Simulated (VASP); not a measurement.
# MgO (Fm-3m) in VASP: further runs, part 2 of 2

VASP 6.6.1. Earlier steps stand in the parts before.

## (3) G0W0 quasiparticle levels, PBE

File POSCAR:

```
MgO
1.0
    0.0000000000      2.1021674168      2.1021674168
    2.1021674168      0.0000000000      2.1021674168
    2.1021674168      2.1021674168      0.0000000000
Mg O
1 1
Direct
    0.0000000000      0.0000000000      0.0000000000
    0.5000000000      0.5000000000      0.5000000000
```

File INCAR.step1:

```
PREC     = Accurate       # precision mode
ENCUT    = 500            # plane-wave cutoff, eV
EDIFF    = 1E-8           # SCF threshold, eV
ISMEAR   = 0              # smearing method
SIGMA    = 0.01           # smearing width, eV
LREAL    = F              # projectors in reciprocal space
LASPH    = T              # aspherical terms in the spheres
NELM     = 80             # most SCF steps
ALGO     = Normal         # electronic algorithm
LWAVE    = T              # write WAVECAR
LCHARG   = F              # write CHGCAR
GGA      = PE             # functional
```

File INCAR.step2:

```
PREC     = Accurate       # precision mode
ENCUT    = 500            # plane-wave cutoff, eV
EDIFF    = 1E-8           # SCF threshold, eV
ISMEAR   = 0              # smearing method
SIGMA    = 0.01           # smearing width, eV
LREAL    = F              # projectors in reciprocal space
LASPH    = T              # aspherical terms in the spheres
NELM     = 1              # most SCF steps
ALGO     = Exact          # electronic algorithm
LWAVE    = T              # write WAVECAR
LCHARG   = F              # write CHGCAR
GGA      = PE             # functional
NBANDS   = 34             # bands
LOPTICS  = T              # frequency-dependent dielectric function
ISTART   = 1
```

File INCAR.step3:

```
PREC     = Accurate       # precision mode
ENCUT    = 500            # plane-wave cutoff, eV
EDIFF    = 1E-8           # SCF threshold, eV
ISMEAR   = 0              # smearing method
SIGMA    = 0.01           # smearing width, eV
LREAL    = F              # projectors in reciprocal space
LASPH    = T              # aspherical terms in the spheres
ALGO     = EVGW0          # electronic algorithm
LWAVE    = F              # write WAVECAR
LCHARG   = F              # write CHGCAR
GGA      = PE             # functional
NELMGW   = 1            
NBANDS   = 34             # bands
ENCUTGW  = 60.0           # cutoff of the response function
NOMEGA   = 48             # frequency points
PRECFOCK = Fast         
ISTART   = 1            
NBANDSGW = 12
```

File KPOINTS:

```
regular mesh
0
Gamma
  4 4 4
```

Potentials or basis: VASP PAW PBE potentials, release 64 (Mg_GW, O_GW).

Started as:

```
$ cat potpaw_PBE.64/Mg_GW/POTCAR potpaw_PBE.64/O_GW/POTCAR > POTCAR
$ cp INCAR.step1 INCAR
$ mpirun -np 1 vasp_std > vasp.out
$ cp INCAR.step2 INCAR
$ mpirun -np 1 vasp_std > vasp.out
$ cp INCAR.step3 INCAR
$ mpirun -np 1 vasp_std > vasp.out
```

OUTCAR:

```text
PREC = Accurate
   ENCUT = 500
   EDIFF = 1E-8
   ISMEAR = 0
   LREAL = F
   LASPH = T
   GGA = PE
   NELMGW = 1
   ENCUTGW = 60.0
   PRECFOCK = Fast
   ISTART = 1

 ion  position               nearest neighbor table
   1  0.000  0.000  0.000-   2 2.10   2 2.10   2 2.10   2 2.10   2 2.10   2 2.10
   2  0.500  0.500  0.500-   1 2.10   1 2.10   1 2.10   1 2.10   1 2.10   1 2.10

  LATTYP: Found a face centered cubic cell.
 ALAT       =     4.2043348336

  Lattice vectors:

 A1 = (   0.0000000000,   2.1021674168,   2.1021674168)
 A2 = (   2.1021674168,   0.0000000000,   2.1021674168)
 A3 = (   2.1021674168,   2.1021674168,   0.0000000000)

Analysis of symmetry for initial positions (statically):
=====================================================================
 Subroutine PRICEL returns:
 Original cell was already a primitive cell.

 Routine SETGRP: Setting up the symmetry group for a
 face centered cubic supercell.

 Subroutine GETGRP returns: Found 48 space group operations
[... 9 lines left out ...]

 Routine SETGRP: Setting up the symmetry group for a
 face centered cubic supercell.

 Subroutine GETGRP returns: Found 48 space group operations
[... 11 lines left out ...]
                                     Primitive cell

  volume of cell :      18.5794

  direct lattice vectors                    reciprocal lattice vectors
     0.000000000  2.102167417  2.102167417    -0.237849753  0.237849753  0.237849753
     2.102167417  0.000000000  2.102167417     0.237849753 -0.237849753  0.237849753
     2.102167417  2.102167417  0.000000000     0.237849753  0.237849753 -0.237849753

[... 82 lines left out ...]
   EFERMI_NEDOS =   21; number of points for ismear=-14 and -15
   IALGO  =     38    algorithm
   IMIX   =      4    mixing-type and parameters
     AMIX     =   0.40;   BMIX     =  1.00
     AMIX_MAG =   1.60;   BMIX_MAG =  1.00
  volume/ion in A,a.u.               =       9.29        62.69
  Fermi-wavevector in a.u.,A,eV,Ry     =   1.236216  2.336109 20.792816  1.528229
  Thomas-Fermi vector in A             =   2.370833
   LORBIT       =      0    0 simple, 1 ext, 2 COOP (PROOUT), +10 PAW based schemes
   GGA     = PE    functional components
   LHFCALC =     T    Hartree Fock is set to
   PRECFOCK=fast      Normal, Fast or Accurate (Low or Medium for compatibility)
   ENCUT4O =  -1.0   cutoff for four orbital integrals eV
   NKREDX  =     1    reduce k-point grid by
   NKREDY  =     1    reduce k-point grid by
   NKREDZ  =     1    reduce k-point grid by
   AEXX    =    1.0000 exact exchange contribution
   HFSCREEN=    0.0000 screening length (either q_TF or 0.3 A-1)
   HFSCREENC=   0.0000 screening length for correlation (either q_TF or 0.3 A-1)
   ENCUTFOCK=  -1.0 apply spherical cutoff to Coloumb kernel
   IVDW    =     0    specifies the selected vdW correction
   LEPSILON=     F    determine dielectric tensor
   LRPA    =     F    only Hartree local field effects (RPA)
   LRPAFORCE           =     F    calculate RPA forces
   ENCUTGW             =  60.0    cutoff for response function in eV
   ENCUTGWSOFT         =  48.0    soft cutoff for Coulomb kernel in GW response function in eV
   ENCUTLF             =  -1.0    cutoff for local field effects
   NELMGW              =     1    number of iterations in solving QP/BSE equation
   NELMHF              =     1    number of iterations in the inner HF iteration
   NKREDLFX            =     1    NKREDLFY  =   1   NKREDLFZ  =   1
 non-spin polarized calculation
 Gauss-broadening in eV      SIGMA  =   0.01
  energy-cutoff  :      500.00
  volume of cell :       18.58
 maximum number of plane-waves:       483
 NGX is ok and might be reduce to    24
  NGX = 12; NGY = 12; NGZ = 12
   NGX = 11   NGY = 11   NGZ = 11
 maximum number of plane-waves:        22
 NGX is ok and might be reduce to    10

 QP shifts <psi_nk| G(iteration)W_0 |psi_nk>: iteration 1
 for sc-GW calculations column KS-energies equals QP-energies in previous step
 and V_xc(KS)=  KS-energies - (<T + V_ion + V_H > + <T+V_H+V_ion>^1  + <V_x>^1)

 k-point   1 :       0.0000    0.0000    0.0000
  band No.  KS-energies  QP-energies   sigma(KS)   V_xc(KS)     V^pw_x(r,r')   Z            occupation Imag(sigma)

      1     -14.0605     -16.5449     -21.5151     -18.1170     -29.9024       0.7311       2.0000       1.2209
      2       3.2384       2.2341     -21.0087     -19.7374     -25.3280       0.7900       2.0000       0.1096
      3       3.2384       2.2341     -21.0087     -19.7374     -25.3280       0.7900       2.0000       0.1096
      4       3.2384       2.2341     -21.0087     -19.7374     -25.3280       0.7900       2.0000       0.1096
      5       8.0105       9.1737     -10.8191     -12.2112      -7.2876       0.8356       0.0000      -0.0783
      6      19.0644      20.4548      -7.3765      -9.0615      -3.0699       0.8251       0.0000      -0.1282
      7      19.0644      20.4548      -7.3765      -9.0615      -3.0699       0.8251       0.0000      -0.1282
      8      19.0644      20.4548      -7.3765      -9.0615      -3.0699       0.8251       0.0000      -0.1282
      9      22.9983      23.5577      -7.2043      -7.9273      -1.6746       0.7736       0.0000      -0.5067
     10      24.7766      26.5192      -7.7456      -9.8772      -3.2530       0.8175       0.0000      -0.1983
     11      24.7766      26.5192      -7.7456      -9.8772      -3.2530       0.8175       0.0000      -0.1983
     12      27.3739      29.0646      -7.3660      -9.4935      -1.8714       0.7947       0.0000      -0.5235
[... 100 lines left out ...]
      1     -12.4467     -14.8934     -23.1192     -19.8657     -31.3951       0.7520       2.0000       1.0200
      2       0.2614      -1.2853     -18.1495     -16.1539     -22.4652       0.7751       2.0000       0.1448
      3       0.2614      -1.2853     -18.1495     -16.1539     -22.4652       0.7751       2.0000       0.1448
      4       1.4557       0.1243     -19.2353     -17.5357     -23.5401       0.7834       2.0000       0.1289
      5      14.9214      16.6408     -10.6926     -12.8200      -6.6744       0.8082       0.0000      -0.1149
      6      14.9214      16.6408     -10.6926     -12.8200      -6.6744       0.8082       0.0000      -0.1149
      7      15.4549      17.2992      -9.2183     -11.4531      -5.2480       0.8253       0.0000      -0.1024
      8      18.7732      20.3157      -8.4658     -10.3835      -3.7594       0.8043       0.0000      -0.1771
      9      25.2039      26.7868      -8.3097     -10.3093      -3.0160       0.7916       0.0000      -0.4437
     10      25.2039      26.7868      -8.3097     -10.3093      -3.0160       0.7916       0.0000      -0.4437
     11      29.6143      31.7750      -8.4612     -11.0127      -3.5083       0.8468       0.0000      -0.6306
     12      32.2564      34.6560      -9.3872     -12.2262      -3.8505       0.8453       0.0000      -0.9836
```

OUTCAR.step2:

```text
PREC = Accurate
   ENCUT = 500
   EDIFF = 1E-8
   ISMEAR = 0
   LREAL = F
[... 689 lines left out ...]
     0.00000     3.39284     3.39284     3.39284     0.00000     0.00000    -0.00000
     1.10751     3.42903     3.42903     3.42903     0.00000     0.00000    -0.00000
     2.21503     3.55407     3.55407     3.55407     0.00000     0.00000    -0.00000
     3.32254     3.85095     3.85095     3.85095     0.00000     0.00000    -0.00000
     4.43005     5.24068     5.24068     5.24068     0.00000     0.00000    -0.00000
     5.53757     3.42747     3.42747     3.42747     0.00000     0.00000    -0.00000
[... 92 lines left out ...]
   108.53630     0.95234     0.95234     0.95234    -0.00000    -0.00000     0.00000
   109.64381     0.95343     0.95343     0.95343    -0.00000    -0.00000     0.00000
```

It took 37 s on 1 thread of AMD EPYC 7R13, shared host; peak memory 0.13 GiB.

What came out:

```
Band gap on the k mesh, mean-field level : 4.77 eV, direct
Quasiparticle gap                        : 6.94 eV
Least direct quasiparticle gap           : 6.94 eV
```

Caveat: the k points lie up to 0.65 Å⁻¹ apart; bands, screening cutoff and mesh are small and nothing is extrapolated, so the quasiparticle values aren't converged.
